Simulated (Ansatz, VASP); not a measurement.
**TiO2 in VASP and in Ansatz**

The input INCAR:

```
ALGO     = Normal         # electronic algorithm
EDIFF    = 1E-6           # SCF threshold, eV
ENCUT    = 520            # plane-wave cutoff, eV
GGA      = PE             # functional
ISIF     = 2              # what is computed and relaxed
ISMEAR   = -1             # smearing method
LASPH    = True           # aspherical terms in the spheres
LCHARG   = False          # write CHGCAR
LDAU     = True           # DFT+U
LDAUJ    = 0 0          
LDAUL    = 2 -1           # shell
LDAUPRINT= 1            
LDAUTYPE = 2            
LDAUU    = 6 0            # U, eV
LMAXMIX  = 4              # l up to which the mixer works
LREAL    = False          # projectors in reciprocal space
LWAVE    = False          # write WAVECAR
NBANDS   = 33             # bands
NELM     = 150            # most SCF steps
PREC     = Accurate       # precision mode
SIGMA    = 0.05           # smearing width, eV
```

Contents of KPOINTS:

```
k-points
0
Gamma
  6 6 9
```

Contents of POSCAR:

```
TiO2
1.0
    4.5998373239      0.0000000000      0.0000000000
    0.0000000000      4.5998373239      0.0000000000
    0.0000000000      0.0000000000      2.9592135600
Ti O
2 4
Direct
    0.0000000000      0.0000000000      0.5000000000
    0.5000000000      0.5000000000      0.0000000000
    0.3043213200      0.3043213200      0.5000000000
    0.1956786800      0.8043213200      0.0000000000
    0.8043213200      0.1956786800      0.0000000000
    0.6956786800      0.6956786800      0.5000000000
```

Contents of input.yaml:

```yaml
crystal:
  lattice:
    - [4.5998373239, 0.0, 0.0]
    - [0.0, 4.5998373239, 0.0]
    - [0.0, 0.0, 2.95921356]
  atoms:
    - { symbol: Ti, position: [0.0, 0.0, 0.5] }
    - { symbol: Ti, position: [0.5, 0.5, 0.0] }
    - { symbol: O, position: [0.30432132, 0.30432132, 0.5] }
    - { symbol: O, position: [0.19567868, 0.80432132, 0.0] }
    - { symbol: O, position: [0.80432132, 0.19567868, 0.0] }
    - { symbol: O, position: [0.69567868, 0.69567868, 0.5] }
hamiltonian:
  xc: pbe
  pseudopotentials: { kind: paw }
  hubbard: { sites: [{ species: Ti, l: d, u_eff: 6.0 }] }
kpoints:
  mp_grid: { grid: [6, 6, 9] }
  band_path:
    path:
      - [[0.0, 0.0, 0.0], [0.0, 0.5, 0.0], [0.5, 0.5, 0.0], [0.0, 0.0, 0.0], [0.0, 0.0, 0.5], [0.0, 0.5, 0.5], [0.5, 0.5, 0.5], [0.0, 0.0, 0.5]]
      - [[0.0, 0.5, 0.0], [0.0, 0.5, 0.5]]
      - [[0.5, 0.5, 0.0], [0.5, 0.5, 0.5]]
    npoints: 14
scf:
  occupations: { method: fermi_dirac, width: 0.05 }
  n_extra_bands: 15
output:
  forces: true
  stress: true
  eigenvalues: true
  fatbands: false
  write_density: true
  write_potential: true
  elf: true
  volumetric_format: npy
```

Alike in both runs: functional PBE; k mesh 6 × 6 × 9; occupations fermi-dirac, width 0.05 eV; no spin polarisation; Hubbard terms Ti d U = 6.0 eV.

```csv
,VASP,Ansatz
version,VASP 6.6.1,Ansatz 0.2.0
potentials or method,"VASP PAW PBE potentials, release 64 (Ti_sv, O)",Ansatz PAW
plane-wave cutoff (eV),520,420
valence electrons in the cell,48,48
task,single point,band structure
```

```tsv
	VASP	Ansatz	Ansatz less VASP
gap on the k mesh at the Fermi level (eV)	2.63	2.56	-0.070
least direct gap on the mesh (eV)	2.66	2.65	-0.011
pressure (GPa)	16.2	10.0	-6.23
traceless stress, the component that is largest in VASP (GPa)	4.72	4.19	-0.535
rms of the force components (eV/Å)	0.092	0.005	-0.0866
```

The programs project onto different local orbitals, so the same U acts differently, and such runs can settle in different states. Atom by atom the forces differ by 0.097 eV/Å (rms over components).
